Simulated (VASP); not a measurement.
Input of a VASP 6.6.1 run:

INCAR

```
PREC     = Accurate       # precision mode
ENCUT    = 520            # plane-wave cutoff, eV
EDIFF    = 1E-6           # SCF threshold, eV
ISMEAR   = 0              # smearing method
SIGMA    = 0.1            # smearing width, eV
LREAL    = False          # projectors in reciprocal space
LASPH    = True           # aspherical terms in the spheres
NELM     = 100            # most SCF steps
ALGO     = Normal         # electronic algorithm
ISIF     = 2              # what is computed and relaxed
LWAVE    = False          # write WAVECAR
LCHARG   = False          # write CHGCAR
GGA      = PE             # functional
NBANDS   = 16             # bands
```

KPOINTS

```
regular mesh
0
Gamma
  18 18 12
```

Contents of POSCAR:

```
NbTe
1.0
    1.7564770197     -2.7702205346      0.0000000000
    1.7564770197      2.7702205346      0.0000000000
    0.0000000000      0.0000000000      4.4475694270
Nb Te
1 1
Direct
    0.0000000000      0.0000000000      0.0000000000
    0.5000000000      0.5000000000      0.5000000000
```

Potentials or basis: VASP PAW PBE potentials, release 64 (Nb_sv, Te).

Run with:

```bash
$ cat potpaw_PBE.64/Nb_sv/POTCAR potpaw_PBE.64/Te/POTCAR > POTCAR
$ mpirun -np 1 vasp_std > vasp.out
```

(1) Estimate the pressure.

(2) Estimate the band gap on the k mesh.

Results:

(1) -0.2 GPa.

(2) zero (an odd number of electrons rules out a gap without spin polarisation).

Caveat: spin-orbit coupling is left out, which moves the levels of the heavy elements.
